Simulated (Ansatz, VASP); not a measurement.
C in VASP and in Ansatz

File INCAR:

```
SYSTEM = C
PREC = Accurate
ENCUT = 520
EDIFF = 1E-6
ISMEAR = 0
SIGMA = 0.03
LREAL = .FALSE.
LASPH = .TRUE.
NELM = 100
ALGO = Normal
ISIF = 2
LWAVE = .FALSE.
LCHARG = .TRUE.
GGA = PE
IVDW = 12
LELF = .TRUE.
LVHAR = .TRUE.
NBANDS = 11
```

KPOINTS

```
Automatic mesh
0
G
  18 18 18
  0 0 0
```

The input POSCAR:

```
C
1.0
    0.0000000000      2.5316040775      3.3601027432
    1.2190749652      0.0000000000      3.3601027432
    1.2190749652      2.5316040775      0.0000000000
C
2
Direct
    0.1666966007      0.8333033993      0.1666966007
    0.8333033993      0.1666966007      0.8333033993
```

Input for Ansatz:

```yaml
crystal:
  lattice:
    - [0.0, 2.5316040775, 3.3601027432]
    - [1.2190749652, 0.0, 3.3601027432]
    - [1.2190749652, 2.5316040775, 0.0]
  atoms:
    - { symbol: C, position: [0.1666966007, 0.8333033993, 0.1666966007] }
    - { symbol: C, position: [0.8333033993, 0.1666966007, 0.8333033993] }
basis:
  ecutwfc: 520.0
kpoints:
  mp_grid: { grid: [18, 18, 18] }
hamiltonian:
  xc: pbe
  pseudopotentials: { kind: paw, azcp: { folder: soft_1 } }
  dispersion: d3bj
scf:
  occupations: { method: gaussian, width: 0.03 }
output:
  forces: true
  stress: true
  eigenvalues: true
  write_density: true
  write_potential: true
  elf: true
  volumetric_format: npy
```

Change from the starting cell: volume 10.370 Å^3 an atom, stretch along b over the lengths across it, relative to the relaxed cell 1.1996.

Alike in both runs: task single point; functional PBE; dispersion D3(BJ); k mesh 18 × 18 × 18; occupations gaussian, width 0.03 eV; no spin polarisation.

|  | VASP | Ansatz |
| --- | --- | --- |
| version | VASP 6.6.1 | Ansatz 0.2.0 |
| potentials or method | VASP PAW PBE potentials, release 64 (C), cutoff 520 eV | scalar-relativistic, plane waves, PAW |
| valence electrons in the cell | 8 | 8 |

Ansatz gave:

```
gap on the k mesh at the Fermi level (eV) : 0.25
least direct gap on the mesh (eV)         : 0.25
rms of the force components (eV/Å)        : 0.907
```

Problem. What did VASP give for the same quantities?

Solution. gap on the k mesh at the Fermi level (eV): 0.25; least direct gap on the mesh (eV): 0.25; rms of the force components (eV/Å): 0.886.

Atom by atom the forces differ by 0.021 eV/Å (rms over components).
